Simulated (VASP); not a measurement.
# Si5PdW2 (F-43m) in VASP: further runs, part 2 of 2

VASP 6.6.1. Earlier steps stand in the parts before.

**3. Single point, PBE**

This run uses another cell than the first one, of 29.86 Å³/atom.

INCAR

```
  PREC = Accurate
  ENCUT = 500
  EDIFF = 1E-6
  ISMEAR = 0
  SIGMA = 0.2
  LREAL = False
  LASPH = True
  NELM = 120
  ALGO = Normal
  ISIF = 2
  LWAVE = False
  LCHARG = False
  GGA = PE
  NBANDS = 39
  GGA_COMPAT = False
```

KPOINTS

```
regular mesh
0
Gamma
  4 4 4
```

POSCAR

```
Si5PdW2
1.0
    0.0000000000      4.9245410795      4.9245410795
    4.9245410795      0.0000000000      4.9245410795
    4.9245410795      4.9245410795      0.0000000000
Si Pd W
5 1 2
Direct
    0.8748667370      0.8748667370      0.8748667370
    0.8748667370      0.8748667370      0.3753997890
    0.8748667370      0.3753997890      0.8748667370
    0.3753997890      0.8748667370      0.8748667370
    0.7500000000      0.7500000000      0.7500000000
    0.0000000000      0.0000000000      0.0000000000
    0.2500000000      0.2500000000      0.2500000000
    0.5000000000      0.5000000000      0.5000000000
```

Potentials or basis: VASP PAW PBE potentials, release 64 (Si, Pd, W_sv).

The run is started by

```bash
cat potpaw_PBE.64/Si/POTCAR potpaw_PBE.64/Pd/POTCAR potpaw_PBE.64/W_sv/POTCAR > POTCAR
mpirun -np 1 vasp_std > vasp.out
```

OUTCAR:

```text
PREC = Accurate
   ENCUT = 500
   EDIFF = 1E-6
   ISMEAR = 0
   LREAL = False
   LASPH = True
   NELM = 120
   ISIF = 2
   GGA = PE

 ion  position               nearest neighbor table
   1  0.875  0.875  0.875-   5 2.13   6 2.13
   2  0.875  0.875  0.375-   5 2.13   6 2.13
   3  0.875  0.375  0.875-   5 2.13   6 2.13
   4  0.375  0.875  0.875-   5 2.13   6 2.13
   5  0.750  0.750  0.750-   1 2.13   2 2.13   3 2.13   4 2.13
   6  0.000  0.000  0.000-   2 2.13   3 2.13   4 2.13   1 2.13
   7  0.250  0.250  0.250-
   8  0.500  0.500  0.500-

  LATTYP: Found a face centered cubic cell.
 ALAT       =     9.8490821590

  Lattice vectors:

 A1 = (   0.0000000000,   4.9245410795,   4.9245410795)
 A2 = (   4.9245410795,   0.0000000000,   4.9245410795)
 A3 = (   4.9245410795,   4.9245410795,   0.0000000000)

Analysis of symmetry for initial positions (statically):
[... 171 lines left out ...]
 val. band max:        3.1359896283   @ k =   0.2500   0.0000   0.0000
 cond. band min:       3.1508390628   @ k =  -0.2500   0.2500   0.0000
 fundamental gap:      0.0148494345
 Fermi energy:         3.1497892921

 k-point     1 :       0.0000    0.0000    0.0000
  band No.  band energies     occupation
      1     -71.6099      2.00000
      2     -71.5645      2.00000
      3     -35.6995      2.00000
      4     -35.6995      2.00000
      5     -35.6995      2.00000
      6     -35.6584      2.00000
[... 325 lines left out ...]
     38       4.5238      0.00000
     39       4.9245      0.00000

------------------------ aborting loop because EDIFF is reached ----------------------------------------

  FORCE on cell =-STRESS in cart. coord.  units (eV):
  Direction    XX          YY          ZZ          XY          YZ          ZX
  --------------------------------------------------------------------------------------
  -------------------------------------------------------------------------------------
  Total       -0.0543679     -0.0543679     -0.0543679     -0.0000000     -0.0000000      0.0000000
  in kB       -0.3646915     -0.3646915     -0.3646915     -0.0000000     -0.0000000      0.0000000
  external PRESSURE =      -0.3646915 kB  Pullay stress =       0.0000000 kB

 VOLUME and BASIS-vectors are now :
 -----------------------------------------------------------------------------
  energy-cutoff  :      500.00
  volume of cell :      238.85
      direct lattice vectors                 reciprocal lattice vectors
     0.000000000  4.924541079  4.924541079    -0.101532304  0.101532304  0.101532304
     4.924541079  0.000000000  4.924541079     0.101532304 -0.101532304  0.101532304
     4.924541079  4.924541079  0.000000000     0.101532304  0.101532304 -0.101532304

 POSITION                                       TOTAL-FORCE (eV/Angst)
 -----------------------------------------------------------------------------------
      8.61663      8.61663      8.61663        -0.024451     -0.024451     -0.024451
      6.15699      6.15699      8.61663         0.024451      0.024451     -0.024451
      6.15699      8.61663      6.15699         0.024451     -0.024451      0.024451
      8.61663      6.15699      6.15699        -0.024451      0.024451      0.024451
      7.38681      7.38681      7.38681         0.000000      0.000000      0.000000
      0.00000      0.00000      0.00000         0.000000      0.000000      0.000000
      2.46227      2.46227      2.46227         0.000000      0.000000      0.000000
      4.92454      4.92454      4.92454         0.000000      0.000000      0.000000
 -----------------------------------------------------------------------------------
    total drift:                               -0.000001     -0.000001     -0.000001

  FREE ENERGIE OF THE ION-ELECTRON SYSTEM (eV)
  ---------------------------------------------------
  free  energy   TOTEN  =       -34.5613961147 eV

  energy  without entropy=      -34.1854998953  energy(sigma->0) =      -34.37344800
```

OSZICAR:

```text
N       E                     dE             d eps       ncg     rms          rms(c)
DAV:   1     0.390892006492E+03    0.39089E+03   -0.27942E+04   696   0.126E+03
DAV:   2    -0.218931926607E+02   -0.41279E+03   -0.39880E+03   697   0.306E+02
DAV:   3    -0.440149857017E+02   -0.22122E+02   -0.21300E+02   809   0.653E+01
DAV:   4    -0.448939299252E+02   -0.87894E+00   -0.85781E+00   856   0.115E+01
DAV:   5    -0.449343748874E+02   -0.40445E-01   -0.40184E-01   876   0.237E+00    0.227E+01
DAV:   6    -0.683463516240E+02   -0.23412E+02   -0.31041E+02   897   0.326E+01    0.335E+01
DAV:   7    -0.345085160026E+02    0.33838E+02   -0.15533E+02   923   0.467E+01    0.714E+00
DAV:   8    -0.348872865812E+02   -0.37877E+00   -0.93359E+00   756   0.119E+01    0.643E+00
DAV:   9    -0.351497456933E+02   -0.26246E+00   -0.57629E+00   781   0.370E+00    0.842E+00
DAV:  10    -0.345747454213E+02    0.57500E+00   -0.18454E+00   748   0.275E+00    0.122E+00
DAV:  11    -0.345620615823E+02    0.12684E-01   -0.77812E-02   803   0.978E-01    0.537E-01
DAV:  12    -0.345621735620E+02   -0.11198E-03   -0.14931E-02   801   0.506E-01    0.279E-01
DAV:  13    -0.345613201384E+02    0.85342E-03   -0.30783E-03   771   0.244E-01    0.913E-02
DAV:  14    -0.345613874656E+02   -0.67327E-04   -0.33880E-04   779   0.780E-02    0.401E-02
DAV:  15    -0.345613954651E+02   -0.79995E-05   -0.51472E-05   769   0.362E-02    0.123E-02
DAV:  16    -0.345613968987E+02   -0.14336E-05   -0.94636E-06   689   0.163E-02    0.725E-03
DAV:  17    -0.345613961147E+02    0.78402E-06   -0.15036E-06   473   0.496E-03
   1 F= -.34561396E+02 E0= -.34373448E+02  d E =-.375896E+00
```

stdout:

```text
POSCAR found type information on POSCAR SiPdW
 POSCAR found :  3 types and       8 ions
 scaLAPACK will be used
 LDA part: xc-table for (Slater+PW92), standard interpolation
 POSCAR, INCAR and KPOINTS ok, starting setup
 FFT: planning ... GRIDC
 FFT: planning ... GRID_SOFT
 FFT: planning ... GRID
 WAVECAR not read
 entering main loop
```

Run time: 71 s. Hardware: 1 thread of Intel Xeon 6975P-C (Granite Rapids), shared host; peak memory 0.41 GiB.

What came out:

- Free energy: -34.5614 eV
- Pressure: 0.0 GPa
- Largest force: 0.042 eV/Å
- Band gap on the k mesh: zero (bands 29 and 30 overlap by 0.33 eV)

Forces on the atoms (eV/Å):
```
Si  -0.024 -0.024 -0.024
Si   0.024  0.024 -0.024
Si   0.024 -0.024  0.024
Si  -0.024  0.024  0.024
Si   0.000  0.000  0.000
Pd   0.000  0.000  0.000
W    0.000  0.000  0.000
W    0.000  0.000  0.000
```

Caveat: spin-orbit coupling is left out, which moves the levels of the heavy elements.

**4. Single point, PBE**

This run uses another cell than the first one, of 38.25 Å³/atom.

INCAR

```
SYSTEM = Si5PdW2
PREC = Accurate
ENCUT = 500
EDIFF = 1E-6
ISMEAR = 0
SIGMA = 0.2
LREAL = .FALSE.
LASPH = .TRUE.
NELM = 120
ALGO = Normal
ISIF = 2
LWAVE = .FALSE.
LCHARG = .FALSE.
GGA = PE
NBANDS = 39
GGA_COMPAT = .FALSE.
```

KPOINTS

```
regular mesh
0
G
  4 4 4
  0 0 0
```

POSCAR

```
Si5PdW2
1.0
    0.0000000000      5.3486561297      5.3486561297
    5.3486561297      0.0000000000      5.3486561297
    5.3486561297      5.3486561297      0.0000000000
Si Pd W
5 1 2
Direct
    0.6250910052      0.6250910052      0.6250910052
    0.6250910052      0.6250910052      0.1247269844
    0.6250910052      0.1247269844      0.6250910052
    0.1247269844      0.6250910052      0.6250910052
    0.2500000000      0.2500000000      0.2500000000
    0.0000000000      0.0000000000      0.0000000000
    0.5000000000      0.5000000000      0.5000000000
    0.7500000000      0.7500000000      0.7500000000
```

Potentials or basis: VASP PAW PBE potentials, release 64 (Si, Pd, W_sv).

The run is started by

```bash
cat potpaw_PBE.64/Si/POTCAR potpaw_PBE.64/Pd/POTCAR potpaw_PBE.64/W_sv/POTCAR > POTCAR
mpirun -np 1 vasp_std > vasp.out
```

OUTCAR:

```text
SYSTEM = Si5PdW2
   PREC = Accurate
   ENCUT = 500
   EDIFF = 1E-6
   ISMEAR = 0
   LREAL = .FALSE.
   LASPH = .TRUE.
   NELM = 120
   ISIF = 2
   GGA = PE

 ion  position               nearest neighbor table
   1  0.625  0.625  0.625-   8 2.31   7 2.32
   2  0.625  0.625  0.125-   8 2.31   7 2.32
   3  0.625  0.125  0.625-   8 2.31   7 2.32
   4  0.125  0.625  0.625-   8 2.31   7 2.32
   5  0.250  0.250  0.250-
   6  0.000  0.000  0.000-
   7  0.500  0.500  0.500-   1 2.32   2 2.32   3 2.32   4 2.32
   8  0.750  0.750  0.750-   2 2.31   3 2.31   4 2.31   1 2.31

  LATTYP: Found a face centered cubic cell.
 ALAT       =    10.6973122594

  Lattice vectors:

 A1 = (   0.0000000000,   5.3486561297,   5.3486561297)
 A2 = (   5.3486561297,   0.0000000000,   5.3486561297)
 A3 = (   5.3486561297,   5.3486561297,   0.0000000000)

Analysis of symmetry for initial positions (statically):
=====================================================================
 Subroutine PRICEL returns:
 Original cell was already a primitive cell.

 Routine SETGRP: Setting up the symmetry group for a
 face centered cubic supercell.

 Subroutine GETGRP returns: Found 24 space group operations
 (whereof 24 operations were pure point group operations)
 out of a pool of 48 trial point group operations.

The static configuration has the point symmetry T_d .

Analysis of symmetry for dynamics (positions and initial velocities):
=====================================================================
 Subroutine PRICEL returns:
 Original cell was already a primitive cell.

 Routine SETGRP: Setting up the symmetry group for a
 face centered cubic supercell.

 Subroutine GETGRP returns: Found 24 space group operations
 (whereof 24 operations were pure point group operations)
[... 117 lines left out ...]
     AMIX_MAG =   1.60;   BMIX_MAG =  1.00
  volume/ion in A,a.u.               =      38.25       258.15
  Fermi-wavevector in a.u.,A,eV,Ry     =   0.940364  1.777031 12.031429  0.884285
  Thomas-Fermi vector in A             =   2.067769
   LORBIT       =      0    0 simple, 1 ext, 2 COOP (PROOUT), +10 PAW based schemes
   GGA     = PE    functional components
   LHFCALC =     F    Hartree Fock is set to
   AEXX    =    0.0000 exact exchange contribution
   IVDW    =     0    specifies the selected vdW correction
   LEPSILON=     F    determine dielectric tensor
   LRPA    =     F    only Hartree local field effects (RPA)
 non-spin polarized calculation
 Gauss-broadening in eV      SIGMA  =   0.20
  energy-cutoff  :      500.00
  volume of cell :      306.03
 maximum number of plane-waves:      7799
   NGX = 27   NGY = 27   NGZ = 27

 number of electron      58.0000007 magnetization

 Free energy of the ion-electron system (eV)
  ---------------------------------------------------
  ext. energy  EPLUGINS =         0.00000000
  ---------------------------------------------------
  free energy    TOTEN  =       -42.44446098 eV

  energy without entropy =      -42.28607456  energy(sigma->0) =      -42.36526777

 E-fermi :   0.9689     XC(G=0):  -7.4392

 val. band max:        0.9666234777   @ k =   0.2500   0.2500   0.0000
 cond. band min:       0.9957707236   @ k =   0.5000   0.5000   0.0000
 fundamental gap:      0.0291472458
 Fermi energy:         0.9688541252

 k-point     1 :       0.0000    0.0000    0.0000
  band No.  band energies     occupation
      1     -71.9389      2.00000
      2     -71.8116      2.00000
      3     -36.2694      2.00000
      4     -36.2694      2.00000
      5     -36.2694      2.00000
      6     -36.1529      2.00000
[... 325 lines left out ...]
     38       4.3640      0.00000
     39       4.8996      0.00000

------------------------ aborting loop because EDIFF is reached ----------------------------------------

  FORCE on cell =-STRESS in cart. coord.  units (eV):
  Direction    XX          YY          ZZ          XY          YZ          ZX
  --------------------------------------------------------------------------------------
  -------------------------------------------------------------------------------------
  Total       -0.1794328     -0.1794328     -0.1794328      0.0000000     -0.0000000      0.0000000
  in kB       -0.9393953     -0.9393953     -0.9393953      0.0000000     -0.0000000      0.0000000
  external PRESSURE =      -0.9393953 kB  Pullay stress =       0.0000000 kB

 VOLUME and BASIS-vectors are now :
 -----------------------------------------------------------------------------
  energy-cutoff  :      500.00
  volume of cell :      306.03
      direct lattice vectors                 reciprocal lattice vectors
     0.000000000  5.348656130  5.348656130    -0.093481426  0.093481426  0.093481426
     5.348656130  0.000000000  5.348656130     0.093481426 -0.093481426  0.093481426
     5.348656130  5.348656130  0.000000000     0.093481426  0.093481426 -0.093481426

 POSITION                                       TOTAL-FORCE (eV/Angst)
 -----------------------------------------------------------------------------------
      6.68679      6.68679      6.68679        -0.002632     -0.002632     -0.002632
      4.01052      4.01052      6.68679         0.002632      0.002632     -0.002632
      4.01052      6.68679      4.01052         0.002632     -0.002632      0.002632
      6.68679      4.01052      4.01052        -0.002632      0.002632      0.002632
      2.67433      2.67433      2.67433         0.000000      0.000000      0.000000
      0.00000      0.00000      0.00000         0.000000      0.000000      0.000000
      5.34866      5.34866      5.34866         0.000000      0.000000      0.000000
      8.02298      8.02298      8.02298        -0.000000      0.000000      0.000000
 -----------------------------------------------------------------------------------
    total drift:                               -0.000000     -0.000000     -0.000000

  FREE ENERGIE OF THE ION-ELECTRON SYSTEM (eV)
  ---------------------------------------------------
  free  energy   TOTEN  =       -42.4444609755 eV

  energy  without entropy=      -42.2860745621  energy(sigma->0) =      -42.36526777
```

OSZICAR:

```text
N       E                     dE             d eps       ncg     rms          rms(c)
DAV:   1     0.370206992975E+03    0.37021E+03   -0.27196E+04   712   0.120E+03
DAV:   2    -0.236298696116E+02   -0.39384E+03   -0.37866E+03   759   0.278E+02
DAV:   3    -0.459501370004E+02   -0.22320E+02   -0.21419E+02   794   0.623E+01
[... 15 lines left out ...]
DAV:  19    -0.424444610398E+02    0.10000E-03   -0.53832E-04   702   0.554E-02    0.239E-02
DAV:  20    -0.424444608256E+02    0.21421E-06   -0.25048E-05   623   0.174E-02    0.910E-03
DAV:  21    -0.424444636189E+02   -0.27933E-05   -0.95692E-06   542   0.742E-03    0.142E-02
DAV:  22    -0.424444609516E+02    0.26673E-05   -0.11211E-05   543   0.776E-03    0.225E-03
DAV:  23    -0.424444609755E+02   -0.23904E-07   -0.36185E-07   417   0.240E-03
   1 F= -.42444461E+02 E0= -.42365268E+02  d E =-.158386E+00
```

stdout:

```text
POSCAR found type information on POSCAR SiPdW
 POSCAR found :  3 types and       8 ions
 scaLAPACK will be used
 LDA part: xc-table for (Slater+PW92), standard interpolation
 POSCAR, INCAR and KPOINTS ok, starting setup
 FFT: planning ... GRIDC
 FFT: planning ... GRID_SOFT
 FFT: planning ... GRID
 WAVECAR not read
 entering main loop
```

Wall time 1.9 min (1 thread of Intel Xeon 6975P-C (Granite Rapids), shared host); peak memory 0.47 GiB.

Results:

- Free energy: -42.4445 eV
- Pressure: -0.1 GPa
- Largest force: 0.005 eV/Å
- Band gap on the k mesh: zero (bands 29 and 30 overlap by 0.23 eV)

Forces on the atoms (eV/Å):
```
Si  -0.003 -0.003 -0.003
Si   0.003  0.003 -0.003
Si   0.003 -0.003  0.003
Si  -0.003  0.003  0.003
Si   0.000  0.000  0.000
Pd   0.000  0.000  0.000
W    0.000  0.000  0.000
W    0.000  0.000  0.000
```

Levels at points of the mesh, in eV from the Fermi level:
```
           k point  band 26  band 27  band 28  band 29  band 30  band 31  band 32  band 33
(0.00, 0.00, 0.00)    -0.35    -0.35    -0.02    -0.02     0.30     0.30     0.30     0.88
(0.50, 0.00, 0.00)    -0.40    -0.40    -0.10    -0.10     0.14     0.35     0.35     0.73
(0.50, 0.50, 0.00)    -0.44    -0.42    -0.38     0.03     0.56     0.56     0.70     0.75
```

Caveat: spin-orbit coupling is left out, which moves the levels of the heavy elements.

**5. The runs side by side**

```tsv
task	cell	k mesh	gap on the mesh (eV)	pressure (GPa)	largest force (eV/Å)
relaxation of cell and atoms	relaxed from a = 6.031 Å, angles 60.0°, 8 atoms, atomic positions A	3 × 3 × 3	none	0.1	0.04
single point	a = 6.964 Å, angles 60.0°, 8 atoms, atomic positions B	4 × 4 × 4	none	0.0	0.04
single point	a = 7.564 Å, angles 60.0°, 8 atoms, atomic positions C	4 × 4 × 4	none	-0.1	-
```

Alike in all rows: level PBE; potentials or basis VASP PAW PBE potentials, release 64 (Si, Pd, W_sv); no spin polarisation; cutoff (eV) 500; smearing gaussian 0.2 eV.

Caveats: some runs use coarse meshes; spin-orbit coupling is left out, which moves the levels of the heavy elements; the volume moved by over 15 % at a fixed basis, so the end points are rough (at least some runs); the relaxation stopped at a loose force limit of 0.08 eV/Å, so its end isn't a converged minimum (at least some runs).

Total energies depend on the potentials used, so only differences within one code and one set of settings carry meaning.

The gap in the log of VASP goes by the Fermi energy; the results here count the filled bands.